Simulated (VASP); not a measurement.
# Li3AsF6 (Fm-3m) in VASP: notebook, part 2 of 2

VASP 6.6.1. Earlier steps stand in the parts before.

## (3) Single point, PBEsol

INCAR reads:

```
ALGO     = Normal         # electronic algorithm
EDIFF    = 1E-7           # SCF threshold, eV
ENCUT    = 520            # plane-wave cutoff, eV
GGA      = PS             # functional
ISIF     = 2              # what is computed and relaxed
ISMEAR   = 0              # smearing method
LASPH    = True           # aspherical terms in the spheres
LCHARG   = False          # write CHGCAR
LREAL    = False          # projectors in reciprocal space
LWAVE    = False          # write WAVECAR
NBANDS   = 39             # bands
NELM     = 100            # most SCF steps
PREC     = Accurate       # precision mode
SIGMA    = 0.05           # smearing width, eV
```

KPOINTS reads:

```
k-points
0
Gamma
  6 6 6
```

POSCAR reads:

```
Li3AsF6
1.0
    0.0000000000      3.9586714048      3.9586714048
    3.9586714048      0.0000000000      3.9586714048
    3.9586714048      3.9586714048      0.0000000000
Li As F
3 1 6
Direct
    0.2500000000      0.2500000000      0.2500000000
    0.7500000000      0.7500000000      0.7500000000
    0.5000000000      0.5000000000      0.5000000000
    0.0000000000      0.0000000000      0.0000000000
    0.2549739613      0.2549739613      0.7450260387
    0.2549739613      0.7450260387      0.7450260387
    0.7450260387      0.7450260387      0.2549739613
    0.2549739613      0.7450260387      0.2549739613
    0.7450260387      0.2549739613      0.7450260387
    0.7450260387      0.2549739613      0.2549739613
```

Potentials or basis: VASP PAW PBE potentials, release 64 (Li_sv, As, F).

Launch:

```
$ cat potpaw_PBE.64/Li_sv/POTCAR potpaw_PBE.64/As/POTCAR potpaw_PBE.64/F/POTCAR > POTCAR
$ mpirun -np 1 vasp_std > vasp.out
```

OUTCAR:

```text
EDIFF = 1E-7
   ENCUT = 520
   GGA = PS
   ISIF = 2
   ISMEAR = 0
   LASPH = True
   LREAL = False
   NELM = 100
   PREC = Accurate

 ion  position               nearest neighbor table
   1  0.250  0.250  0.250-
   2  0.750  0.750  0.750-
   3  0.500  0.500  0.500-   5 1.94   6 1.94   7 1.94   8 1.94   9 1.94  10 1.94
   4  0.000  0.000  0.000-   5 2.02   6 2.02   7 2.02   8 2.02   9 2.02  10 2.02
   5  0.255  0.255  0.745-   3 1.94   4 2.02
   6  0.255  0.745  0.745-   3 1.94   4 2.02
   7  0.745  0.745  0.255-   3 1.94   4 2.02
   8  0.255  0.745  0.255-   3 1.94   4 2.02
   9  0.745  0.255  0.745-   3 1.94   4 2.02
  10  0.745  0.255  0.255-   3 1.94   4 2.02

  LATTYP: Found a face centered cubic cell.
 ALAT       =     7.9173428096

  Lattice vectors:

 A1 = (   0.0000000000,   3.9586714048,   3.9586714048)
 A2 = (   3.9586714048,   0.0000000000,   3.9586714048)
 A3 = (   3.9586714048,   3.9586714048,   0.0000000000)

Analysis of symmetry for initial positions (statically):
=====================================================================
 Subroutine PRICEL returns:
 Original cell was already a primitive cell.

 Routine SETGRP: Setting up the symmetry group for a
 face centered cubic supercell.

 Subroutine GETGRP returns: Found 48 space group operations
 (whereof 48 operations were pure point group operations)
 out of a pool of 48 trial point group operations.

The static configuration has the point symmetry O_h .

Analysis of symmetry for dynamics (positions and initial velocities):
=====================================================================
 Subroutine PRICEL returns:
 Original cell was already a primitive cell.

 Routine SETGRP: Setting up the symmetry group for a
 face centered cubic supercell.

 Subroutine GETGRP returns: Found 48 space group operations
[... 135 lines left out ...]
   GGA     = PS    functional components
   LHFCALC =     F    Hartree Fock is set to
   AEXX    =    0.0000 exact exchange contribution
   IVDW    =     0    specifies the selected vdW correction
   LEPSILON=     F    determine dielectric tensor
   LRPA    =     F    only Hartree local field effects (RPA)
 non-spin polarized calculation
 Gauss-broadening in eV      SIGMA  =   0.05
  energy-cutoff  :      520.00
  volume of cell :      124.07
 maximum number of plane-waves:      3383
 NGX is ok and might be reduce to    42
   NGX = 21   NGY = 21   NGZ = 21

 number of electron      55.9999972 magnetization

 Free energy of the ion-electron system (eV)
  ---------------------------------------------------
  ext. energy  EPLUGINS =         0.00000000
  ---------------------------------------------------
  free energy    TOTEN  =       -46.06801337 eV

  energy without entropy =      -46.06801337  energy(sigma->0) =      -46.06801337

 E-fermi :   1.2069     XC(G=0):  -8.8830

 val. band max:        0.8952957235   @ k =   0.5000   0.5000   0.0000
 cond. band min:       4.8731699673   @ k =   0.0000   0.0000   0.0000
 fundamental gap:      3.9778742439
 Fermi energy:         1.2069023214

 k-point     1 :       0.0000    0.0000    0.0000
  band No.  band energies     occupation
      1     -45.0215      2.00000
      2     -45.0206      2.00000
      3     -41.4382      2.00000
      4     -22.2023      2.00000
      5     -21.4987      2.00000
      6     -21.4987      2.00000
[... 661 lines left out ...]
     38      10.1676      0.00000
     39      10.3475      0.00000

------------------------ aborting loop because EDIFF is reached ----------------------------------------

  FORCE on cell =-STRESS in cart. coord.  units (eV):
  Direction    XX          YY          ZZ          XY          YZ          ZX
  --------------------------------------------------------------------------------------
  -------------------------------------------------------------------------------------
  Total       -0.1531712     -0.1531712     -0.1531712      0.0000000     -0.0000000      0.0000000
  in kB       -1.9779228     -1.9779228     -1.9779228      0.0000000     -0.0000000      0.0000000
  external PRESSURE =      -1.9779228 kB  Pullay stress =       0.0000000 kB

 VOLUME and BASIS-vectors are now :
 -----------------------------------------------------------------------------
  energy-cutoff  :      520.00
  volume of cell :      124.07
      direct lattice vectors                 reciprocal lattice vectors
     0.000000000  3.958671405  3.958671405    -0.126305002  0.126305002  0.126305002
     3.958671405  0.000000000  3.958671405     0.126305002 -0.126305002  0.126305002
     3.958671405  3.958671405  0.000000000     0.126305002  0.126305002 -0.126305002

 POSITION                                       TOTAL-FORCE (eV/Angst)
 -----------------------------------------------------------------------------------
      1.97934      1.97934      1.97934         0.000000      0.000000     -0.000000
      5.93801      5.93801      5.93801         0.000000      0.000000     -0.000000
      3.95867      3.95867      3.95867         0.000000      0.000000     -0.000000
      0.00000      0.00000      0.00000         0.000000      0.000000     -0.000000
      3.95867      3.95867      2.01872         0.000000      0.000000      0.021829
      5.89863      3.95867      3.95867        -0.021829      0.000000     -0.000000
      3.95867      3.95867      5.89863         0.000000      0.000000     -0.021829
      3.95867      2.01872      3.95867         0.000000      0.021829     -0.000000
      3.95867      5.89863      3.95867         0.000000     -0.021829     -0.000000
      2.01872      3.95867      3.95867         0.021829      0.000000     -0.000000
 -----------------------------------------------------------------------------------
    total drift:                               -0.000000     -0.000000      0.000000

  FREE ENERGIE OF THE ION-ELECTRON SYSTEM (eV)
  ---------------------------------------------------
  free  energy   TOTEN  =       -46.0680133689 eV

  energy  without entropy=      -46.0680133689  energy(sigma->0) =      -46.06801337
```

stdout:

```text
POSCAR found type information on POSCAR LiAsF
 POSCAR found :  3 types and      10 ions
 scaLAPACK will be used
 -----------------------------------------------------------------------------
|                                                                             |
|                                                                             |
|     You enforced a specific xc type in the INCAR file but a different       |
|     I HOPE YOU KNOW WHAT YOU ARE DOING!                                     |
|                                                                             |
 -----------------------------------------------------------------------------

 LDA part: xc-table for (Slater+PW92), standard interpolation
 POSCAR, INCAR and KPOINTS ok, starting setup
 FFT: planning ... GRIDC
 FFT: planning ... GRID_SOFT
 FFT: planning ... GRID
 WAVECAR not read
 entering main loop
```

Wall time 71 s (1 thread of Intel Xeon Platinum 8488C (Sapphire Rapids), shared host); peak memory 0.28 GiB.

Results:

| Quantity | Value |
| --- | --- |
| Free energy | -46.0680 eV |
| Largest force | 0.022 eV/Å |
| Band gap on the k mesh | 3.98 eV (least direct gap 4.45 eV) |

Forces on the atoms (eV/Å):
```
Li   0.000  0.000  0.000
Li   0.000  0.000  0.000
Li   0.000  0.000  0.000
As   0.000  0.000  0.000
F    0.000  0.000  0.022
F   -0.022  0.000  0.000
F    0.000  0.000 -0.022
F    0.000  0.022  0.000
F    0.000 -0.022  0.000
F    0.022  0.000  0.000
```

Caveat: the cutoff is under 1.25 times the usual one of these potentials, so pressure, stress and relaxed cells hold a basis-set (Pulay) error; the PAW data sets were made with another functional, which shifts forces and pressure a little. A k mesh can miss the band edges.

## (4) Relaxation of cell and atoms, PBEsol

This run uses another cell than the first one, of 12.94 Å³/atom.

INCAR reads:

```
PREC = Accurate
ENCUT = 600
EDIFF = 1E-6
ISMEAR = 0
SIGMA = 0.02
LREAL = False
LASPH = True
NELM = 60
ALGO = Normal
ISIF = 3
LWAVE = False
LCHARG = False
GGA = PS
IBRION = 2
NSW = 100
EDIFFG = -0.005
```

KPOINTS reads:

```
regular mesh
0
Gamma
  6 6 6
```

POSCAR reads:

```
Li3AsF6
1.0
    0.0000000000      4.0149560000      4.0149560000
    4.0149560000      0.0000000000      4.0149560000
    4.0149560000      4.0149560000      0.0000000000
Li As F
3 1 6
Direct
    0.2500000000      0.2500000000      0.2500000000
    0.7500000000      0.7500000000      0.7500000000
    0.5000000000      0.5000000000      0.5000000000
    0.0000000000      0.0000000000      0.0000000000
    0.2539300000      0.2539300000      0.7460700000
    0.2539300000      0.7460700000      0.7460700000
    0.7460700000      0.7460700000      0.2539300000
    0.2539300000      0.7460700000      0.2539300000
    0.7460700000      0.2539300000      0.7460700000
    0.7460700000      0.2539300000      0.2539300000
```

Launch:

```
$ cat potpaw_PBE.64/Li_sv/POTCAR potpaw_PBE.64/As/POTCAR potpaw_PBE.64/F/POTCAR > POTCAR
$ mpirun -np 1 vasp_std > vasp.out
```

It took 3.3 min on 1 thread of Intel Xeon Platinum 8488C (Sapphire Rapids), shared host; peak memory 0.37 GiB.

It converged, with:

```yaml
Free_energy: -46.0980 eV
Relaxed_volume: 12.31 Å³/atom
Relaxed_cell: a = 5.584 Å, b = 5.584 Å, c = 5.584 Å, α = 60.00°, β = 60.00°, γ = 60.00°
Space_group_after_relaxing_to_0.1_Å: Fm-3m (No. 225)
Energy_gained_by_relaxing: 5.1 meV/atom
Ionic_steps: 5
Pressure_after_relaxing: 0.0 GPa
Largest_force_after_relaxing: 0.004 eV/Å
Band_gap_on_the_k_mesh: 3.98 eV (least direct gap 4.46 eV)
```

Forces in eV/Å, atoms in the order of the input:
```
Li   0.000  0.000  0.000
Li   0.000  0.000  0.000
Li   0.000  0.000  0.000
As   0.000  0.000  0.000
F    0.000  0.000  0.004
F   -0.004  0.000  0.000
F    0.000  0.000 -0.004
F    0.000  0.004  0.000
F    0.000 -0.004  0.000
F    0.004  0.000  0.000
```

The path:
```tsv
step	energy change (eV)	largest force (eV/Å)	pressure (GPa)	volume (Å³)
1	0.0000	0.1205	-2.67	129.44
2	-0.0363	0.2283	-0.29	125.44
3	-0.0363	0.2247	-0.31	125.48
4	-0.0476	0.1062	-0.14	124.19
5	-0.0505	0.0042	0.04	123.12
```

Final structure:
```yaml
crystal:
  lattice:
    - [0.00000, 3.94852, 3.94852]
    - [3.94852, 0.00000, 3.94852]
    - [3.94852, 3.94852, 0.00000]
  atoms:
    - { symbol: Li, position: [0.25000, 0.25000, 0.25000] }
    - { symbol: Li, position: [0.75000, 0.75000, 0.75000] }
    - { symbol: Li, position: [0.50000, 0.50000, 0.50000] }
    - { symbol: As, position: [0.00000, 0.00000, 0.00000] }
    - { symbol: F, position: [0.25542, 0.25542, 0.74458] }
    - { symbol: F, position: [0.25542, 0.74458, 0.74458] }
    - { symbol: F, position: [0.74458, 0.74458, 0.25542] }
    - { symbol: F, position: [0.25542, 0.74458, 0.25542] }
    - { symbol: F, position: [0.74458, 0.25542, 0.74458] }
    - { symbol: F, position: [0.74458, 0.25542, 0.25542] }
```

Levels at points of the mesh, in eV from the valence-band top:
| k point | band 26 | band 27 | band 28 | band 29 | band 30 | band 31 |
| --- | --- | --- | --- | --- | --- | --- |
| (0.00, 0.00, 0.00) | -2.70 | -2.70 | -1.07 | 3.98 | 4.81 | 4.81 |
| (0.50, 0.00, 0.00) | -3.03 | -3.03 | -0.38 | 4.08 | 5.42 | 5.42 |
| (0.50, 0.50, 0.00) | -3.27 | -2.71 | 0.00 | 4.92 | 4.92 | 4.93 |

Caveat: the cutoff is under 1.25 times the usual one of these potentials, so pressure, stress and relaxed cells hold a basis-set (Pulay) error; the PAW data sets were made with another functional, which shifts forces and pressure a little. A k mesh can miss the band edges.

## (5) Summary

| task | cell | cutoff (eV) | smearing | gap on the mesh (eV) | largest force (eV/Å) |
| --- | --- | --- | --- | --- | --- |
| single point | a = 5.598 Å, angles 60.0°, 10 atoms, atomic positions A | 520 | gaussian 0.02 eV | 3.98 | 0.02 |
| single point | a = 5.598 Å, angles 60.0°, 10 atoms, atomic positions A | 520 | gaussian 0.05 eV | 3.98 | 0.02 |
| relaxation of cell and atoms | relaxed from a = 5.678 Å, angles 60.0°, 10 atoms, atomic positions B | 600 | gaussian 0.02 eV | 3.98 | - |

Alike in all rows: level PBEsol; potentials or basis VASP PAW PBE potentials, release 64 (Li_sv, As, F); no spin polarisation; k mesh 6 × 6 × 6.

Caveats: the cutoff is under 1.25 times the usual one of these potentials, so pressure, stress and relaxed cells hold a basis-set (Pulay) error; the PAW data sets were made with another functional, which shifts forces and pressure a little.

Total energies depend on the potentials used, so only differences within one code and one set of settings carry meaning.
